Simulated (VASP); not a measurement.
Input of a VASP 6.6.1 run:

File INCAR:

```
SYSTEM = PtSe2
PREC     = Accurate       ! precision mode
ENCUT    = 520            ! plane-wave cutoff, eV
EDIFF    = 1E-7           ! SCF threshold, eV
ISMEAR   = 0              ! smearing method
SIGMA    = 0.1            ! smearing width, eV
LREAL    = .False.        ! projectors in reciprocal space
LASPH    = .True.         ! aspherical terms in the spheres
NELM     = 150            ! most SCF steps
ALGO     = Normal         ! electronic algorithm
ISIF     = 2              ! what is computed and relaxed
LWAVE    = .False.        ! write WAVECAR
LCHARG   = .False.        ! write CHGCAR
ISPIN    = 2              ! spin polarisation
MAGMOM   = 1 0 0          ! initial moments
LORBIT   = 11             ! projections on sites
LMAXMIX  = 4              ! l up to which the mixer works
GGA      = PE             ! functional
IVDW     = 12             ! dispersion correction
NBANDS   = 22             ! bands
```

Contents of KPOINTS:

```
regular mesh
0
Gamma
  6 6 4
  0 0 0
```

Contents of POSCAR:

```
PtSe2
1.0
    3.7240006046      0.0000000000      0.0000000000
   -1.8620003023      3.2250791273      0.0000000000
    0.0000000000      0.0000000000      5.0620000000
Pt Se
1 2
Direct
    0.0000000000      0.0000000000      0.0000000000
    0.3333333333      0.6666666667      0.2500000000
    0.6666666667      0.3333333333      0.7500000000
```

Potentials or basis: VASP PAW PBE potentials, release 64 (Pt, Se).

Command:

```sh
$ cat potpaw_PBE.64/Pt/POTCAR potpaw_PBE.64/Se/POTCAR > POTCAR
$ mpirun -np 1 vasp_std > vasp.out
```

Estimate the net moment.

0.00 μB per cell.

Estimate the pressure.

3.5 GPa.

Estimate the band gap on the k mesh.

zero (filled and empty bands overlap).

Stress tensor (GPa, compression positive):
```
4.15 0.00 0.00
0.00 4.15 0.00
0.00 0.00 2.15
```

Caveat: spin-orbit coupling is left out, which moves the levels of the heavy elements; pairwise dispersion overbinds metals, which lowers pressure and volume.
